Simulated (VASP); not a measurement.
Runs of VASP 6.6.1 on NaB. The structure is that of space group I4/mmm (No. 139), or close to it. The cells are those of the table. 

| cell | smearing | gap on the mesh (eV) | pressure (GPa) |
| --- | --- | --- | --- |
| a = 3.690, b = 3.690, c = 4.261 Å, angles 54.7, 54.7, 70.5°, 2 atoms | methfessel-paxton 0.15 eV | none | 7.2 |
| a = 3.719, b = 3.719, c = 4.007 Å, angles 57.4, 57.4, 65.2°, 2 atoms | gaussian 0.15 eV | none | 0.8 |
| a = 3.690, b = 3.690, c = 4.261 Å, angles 54.7, 54.7, 70.5°, 2 atoms | gaussian 0.15 eV | none | 7.2 |
| a = 4.141, b = 4.141, c = 3.382 Å, angles 65.9, 65.9, 48.2°, 2 atoms | gaussian 0.15 eV | none | (a) |

Alike in all rows: task single point; level PBEsol; potentials or basis VASP PAW PBE potentials, release 64 (Na_pv, B); no spin polarisation; k mesh 18 × 18 × 18; cutoff (eV) 520.

Estimate the missing entries.

(a) 5.4.

Caveats: the PAW data sets were made with another functional, which shifts forces and pressure a little.

A gap of «none» marks levels without a gap at the run's occupations.
